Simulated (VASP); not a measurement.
CoO:

```
Co O
1.0
     1.53675    0.88724    2.47350
    -1.53675    0.88724    2.47350
     0.00000   -1.77448    2.47350
Co O
1 1
Direct
  0.00000 0.00000 0.00000
  0.50000 0.50000 0.50000
```

| Quantity | Value |
| --- | --- |
| Program | VASP 6.6.1 |
| Task | relaxation of cell and atoms |
| Functional | PBE |
| Potentials or basis | VASP PAW PBE potentials, release 64 (Co, O) |
| Cutoff | 600 eV |
| k mesh | 12 × 12 × 12 |
| Occupations | gaussian, width 0.02 eV |
| Spin | collinear spin, ferromagnetic start |
| Starting moments | [2.88, 0.24] μB |
| Hubbard terms | Co d U = 3.32 eV |

At the start: pressure -7.6 GPa; volume 10.12 Å³/atom.

Task: How do energy, volume and symmetry change on relaxing?

Result: Over 6 steps the energy falls by 11.9 meV/atom and the volume is 9.65 Å³/atom (-4.6 %); space group Fm-3m (No. 225, to 0.1 Å) before and after; moment 3.00 μB per cell.

The path:
```
step  energy change (eV)  largest force (eV/Å)  pressure (GPa)  volume (Å³)
   1              0.0000                0.0000           -7.64        20.24
   2             -0.0172                0.0000            4.48        18.86
   3             -0.0233                0.0000            0.01        19.30
   4             -0.0235                0.0000            0.01        19.30
   5             -0.0237                0.0000            0.01        19.30
   6             -0.0238                0.0000            0.00        19.30
```

Final structure:
```cif
data_structure
_symmetry_space_group_name_H-M 'P 1'
_symmetry_Int_Tables_number 1
_cell_length_a 2.9828
_cell_length_b 2.9828
_cell_length_c 2.9828
_cell_angle_alpha 61.255
_cell_angle_beta 61.255
_cell_angle_gamma 61.255
_cell_volume 19.30
loop_
_atom_site_label
_atom_site_type_symbol
_atom_site_fract_x
_atom_site_fract_y
_atom_site_fract_z
_atom_site_occupancy
Co1 Co 0.00000 0.00000 0.00000 1
O1 O 0.50000 0.50000 0.50000 1
```

Caveat: a cell with one magnetic atom can't hold antiferromagnetic order, which such compounds often take.
